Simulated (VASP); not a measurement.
Input of a VASP 6.6.1 run:

INCAR

```
SYSTEM = Ba5Na4Al2O10
ALGO = Normal ; EDIFF = 1E-6
ENCUT = 1000 ; GGA = PE
GGA_COMPAT = .FALSE. ; ISIF = 2
ISMEAR = -1 ; ISYM = 0
LASPH = .TRUE. ; LCHARG = .FALSE.
LREAL = Auto ; LWAVE = .FALSE.
NBANDS = 92 ; NELM = 120
PREC = Accurate ; SIGMA = 0.293
```

File KPOINTS:

```
k-points
0
G
  1 1 1
  0 0 0
```

Contents of POSCAR:

```
Ba5Na4Al2O10
1.0
    6.9327090000     -0.0765500000      0.0671430000
   -0.0765500000      7.2143380000     -0.0554530000
    0.0671430000     -0.0554530000      6.7389310000
Ba O Al Na
5 10 2 4
Direct
    0.6150933033     -0.0413476027      0.1733905484
    0.3546791975      0.6722453053      0.9091150798
    0.8163477450      0.7745997402      0.8073850055
    0.3258506139      0.1505590880      0.7145021021
    0.8614211536      0.2229173349      0.6334411251
    1.1200166134      0.3426969221      0.2956405544
    0.5525827183      0.4785866686      0.8016118588
    0.0717183295      0.6399719672      0.5750643510
    0.4061409664      0.7152554340      0.2996838129
    0.0734362523      0.9704577132      0.4045301935
    0.5304947298      0.9018357732      0.7362039308
    0.5929434447      0.2221334523      0.4180474566
    0.3565404791      0.0765576794      0.1090076684
    0.0104406703      0.6499732441      0.1174407259
   -0.0240887723      0.0750859386      0.9380617093
    0.1024317535      0.0878576163      0.2023585630
    0.1566876275      0.7176828051      0.3603933899
    0.8638626099      0.5587173030      0.3776673516
    0.0270212727      0.4253587004      0.9233216851
    0.5409699234      0.3793132959      1.1522925100
    0.4669610177      0.5037985114      0.5046233557
```

Potentials or basis: VASP PAW PBE potentials, release 64 (Ba_sv, O_h, Al, Na_sv).

The run is started by

```console
$ cat potpaw_PBE.64/Ba_sv/POTCAR potpaw_PBE.64/O_h/POTCAR potpaw_PBE.64/Al/POTCAR potpaw_PBE.64/Na_sv/POTCAR > POTCAR
$ mpirun -np 1 vasp_gam > vasp.out
```

What does it give for the pressure?

13.0 GPa.

Estimate the largest force.

6.932 eV/Å.

Stress tensor (GPa, compression positive):
```
14.77 -3.81 -0.60
-3.81 14.37 -2.11
-0.60 -2.11  9.94
```

Caveat: the k points lie up to 0.93 Å⁻¹ apart, too coarse for converged energies, forces and pressures; the atoms stand as in a frame of molecular dynamics; so wide a smearing shifts energies and pressures.
